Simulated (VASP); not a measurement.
# Co (P6_3/mmc) in VASP: a series of runs, part 2 of 2

VASP 6.6.1.

### Step 5. Relaxation of shape and atoms at fixed volume, PBE (10.12 Å³/atom)

This run uses another cell than the first one, of 10.12 Å³/atom.

INCAR

```
PREC     = Accurate       # precision mode
ENCUT    = 600            # plane-wave cutoff, eV
EDIFF    = 1E-6           # SCF threshold, eV
ISMEAR   = 0              # smearing method
SIGMA    = 0.05           # smearing width, eV
LREAL    = F              # projectors in reciprocal space
LASPH    = T              # aspherical terms in the spheres
NELM     = 80             # most SCF steps
ALGO     = Fast           # electronic algorithm
ISIF     = 4              # what is computed and relaxed
LWAVE    = F              # write WAVECAR
LCHARG   = F              # write CHGCAR
GGA      = PE             # functional
IBRION   = 2              # ionic algorithm
NSW      = 60             # ionic steps
EDIFFG   = -0.01          # ionic threshold
```

KPOINTS

```
Automatic mesh
0
Gamma
  20 20 12
```

POSCAR

```
Co
1.0
    2.4375031213      0.0000000000      0.0000000000
   -1.2187515607      2.1109396249      0.0000000000
    0.0000000000      0.0000000000      3.9322931221
Co
2
Direct
    0.3333333333      0.6666666667      0.2500000000
    0.6666666667      0.3333333333      0.7500000000
```

Potentials or basis: VASP PAW PBE potentials, release 64 (Co).

Run with:

```bash
cat potpaw_PBE.64/Co/POTCAR > POTCAR
mpirun -np 1 vasp_std > vasp.out
```

OUTCAR:

```text
PREC = Accurate
   ENCUT = 600
   EDIFF = 1E-6
   ISMEAR = 0
   LREAL = F
   LASPH = T
   NELM = 80
   ISIF = 4
   GGA = PE
   IBRION = 2
   NSW = 60
   EDIFFG = -0.01

 ion  position               nearest neighbor table
   1  0.333  0.667  0.250-   2 2.42   2 2.42   2 2.42   2 2.42   2 2.42   2 2.42
   2  0.667  0.333  0.750-   1 2.42   1 2.42   1 2.42   1 2.42   1 2.42   1 2.42

  LATTYP: Found a hexagonal cell.
 ALAT       =     2.4375031213
 C/A-ratio  =     1.6132463945

[... 579 lines left out ...]

  FORCE on cell =-STRESS in cart. coord.  units (eV):
  Direction    XX          YY          ZZ          XY          YZ          ZX
  --------------------------------------------------------------------------------------
  -------------------------------------------------------------------------------------
  Total        0.6116758      0.6116758      0.6141827     -0.0000000      0.0000000      0.0000000
  in kB       48.4356337     48.4356337     48.6341478     -0.0000000      0.0000000      0.0000000
  external PRESSURE =      48.5018051 kB  Pullay stress =       0.0000000 kB

 VOLUME and BASIS-vectors are now :
 -----------------------------------------------------------------------------
  energy-cutoff  :      600.00
  volume of cell :       20.23
      direct lattice vectors                 reciprocal lattice vectors
     2.437503121  0.000000000  0.000000000     0.410255885  0.236861346  0.000000000
    -1.218751561  2.110939625  0.000000000     0.000000000  0.473722691  0.000000000
     0.000000000  0.000000000  3.932293122     0.000000000  0.000000000  0.254304542

 POSITION                                       TOTAL-FORCE (eV/Angst)
 -----------------------------------------------------------------------------------
     -0.00000      1.40729      0.98307         0.000000      0.000000      0.000000
      1.21875      0.70365      2.94922        -0.000000      0.000000      0.000000
 -----------------------------------------------------------------------------------
    total drift:                                0.000000     -0.000000     -0.000000

  FREE ENERGIE OF THE ION-ELECTRON SYSTEM (eV)
  ---------------------------------------------------
  free  energy   TOTEN  =       -13.6367449447 eV

  energy  without entropy=      -13.6304224228  energy(sigma->0) =      -13.63358368

 reached required accuracy - stopping structural energy minimisation
```

OSZICAR:

```text
N       E                     dE             d eps       ncg     rms          rms(c)
DAV:   1     0.932194108051E+02    0.93219E+02   -0.95235E+03  8088   0.214E+03
DAV:   2    -0.134824248546E+02   -0.10670E+03   -0.10027E+03  8028   0.309E+02
DAV:   3    -0.161472455260E+02   -0.26648E+01   -0.25518E+01  8533   0.715E+01
DAV:   4    -0.161815346834E+02   -0.34289E-01   -0.34275E-01 11142   0.661E+00
DAV:   5    -0.161821469721E+02   -0.61229E-03   -0.61227E-03  9399   0.784E-01    0.152E+01
RMM:   6    -0.139616577878E+02    0.22205E+01   -0.16979E+01  8008   0.696E+01    0.500E+00
RMM:   7    -0.136733112021E+02    0.28835E+00   -0.23332E+00  8008   0.295E+01    0.213E+00
RMM:   8    -0.136397138785E+02    0.33597E-01   -0.13239E-01  8192   0.325E+00    0.518E-01
RMM:   9    -0.136365078221E+02    0.32061E-02   -0.25309E-02  8267   0.270E+00    0.234E-01
RMM:  10    -0.136373204859E+02   -0.81266E-03   -0.12456E-02  8319   0.117E+00    0.204E-01
RMM:  11    -0.136366790729E+02    0.64141E-03   -0.35832E-03  8047   0.108E+00    0.476E-02
RMM:  12    -0.136367377908E+02   -0.58718E-04   -0.11291E-03  9530   0.286E-01    0.308E-02
RMM:  13    -0.136367609188E+02   -0.23128E-04   -0.14382E-04  9685   0.108E-01    0.449E-02
RMM:  14    -0.136367415439E+02    0.19375E-04   -0.60392E-05  8013   0.124E-01    0.244E-02
RMM:  15    -0.136367443625E+02   -0.28186E-05   -0.17241E-05  8108   0.327E-02    0.180E-02
RMM:  16    -0.136367449447E+02   -0.58217E-06   -0.27843E-06  5322   0.153E-02
   1 F= -.13636745E+02 E0= -.13633584E+02  d E =-.136367E+02
```

Run time: 2.1 min. Hardware: 1 thread of Intel Xeon 8259CL, shared host; peak memory 0.21 GiB.

What came out:

```
Free energy             : -13.6367 eV
Pressure after relaxing : 4.9 GPa
Band gap on the k mesh  : zero (bands 9 and 10 overlap by 1.59 eV)
```

Final structure:
```cif
data_structure
_symmetry_space_group_name_H-M 'P 1'
_symmetry_Int_Tables_number 1
_cell_length_a 2.4375
_cell_length_b 2.4375
_cell_length_c 3.9323
_cell_angle_alpha 90.000
_cell_angle_beta 90.000
_cell_angle_gamma 120.000
_cell_volume 20.23
loop_
_atom_site_label
_atom_site_type_symbol
_atom_site_fract_x
_atom_site_fract_y
_atom_site_fract_z
_atom_site_occupancy
Co1 Co 0.33333 0.66667 0.25000 1
Co2 Co 0.66667 0.33333 0.75000 1
```

Levels at points of the mesh, in eV from the Fermi level:
| k point | band 5 | band 6 | band 7 | band 8 | band 9 | band 10 | band 11 | band 12 | band 13 |
| --- | --- | --- | --- | --- | --- | --- | --- | --- | --- |
| (0.00, 0.00, 0.00) | -1.96 | -1.58 | -1.58 | -1.19 | -1.19 | -0.09 | 0.09 | 0.09 | 7.48 |
| (0.50, 0.00, 0.00) | -2.16 | -1.94 | -1.54 | 0.25 | 0.36 | 0.43 | 2.02 | 4.10 | 10.47 |
| (0.00, 0.00, 0.50) | -2.04 | -2.04 | -2.04 | -2.04 | -0.26 | -0.26 | -0.26 | -0.26 | 16.10 |
| (0.50, 0.00, 0.50) | -1.05 | -1.05 | -0.38 | -0.38 | 0.36 | 0.36 | 1.95 | 1.95 | 8.31 |

Caveat: the run has no spin polarisation, though such a crystal can be magnetic. Spin polarisation is off, so any magnetic state and its effect on volume and gap are missing.

### Step 6. Overview

| task | cell | cutoff (eV) | gap on the mesh (eV) | pressure (GPa) |
| --- | --- | --- | --- | --- |
| single point | a = 2.470, b = 2.470, c = 3.985 Å, angles 90.0, 90.0, 120.0°, 2 atoms | 520 | none | -5.4 |
| single point | a = 2.486, b = 2.486, c = 4.010 Å, angles 90.0, 90.0, 120.0°, 2 atoms | 520 | none | -9.6 |
| relaxation of shape and atoms at fixed volume | relaxed from a = 2.421, b = 2.421, c = 3.905 Å, angles 90.0, 90.0, 120.0°, 2 atoms | 600 | none | 10.5 |
| relaxation of shape and atoms at fixed volume | relaxed from a = 2.438, b = 2.438, c = 3.932 Å, angles 90.0, 90.0, 120.0°, 2 atoms | 600 | none | 4.9 |

Alike in all rows: level PBE; potentials or basis VASP PAW PBE potentials, release 64 (Co); no spin polarisation; k mesh 20 × 20 × 12; smearing gaussian 0.05 eV.

Caveats: the run has no spin polarisation, though such a crystal can be magnetic; the cell stands under tension (at least some runs).

Total energies depend on the potentials used, so only differences within one code and one set of settings carry meaning.
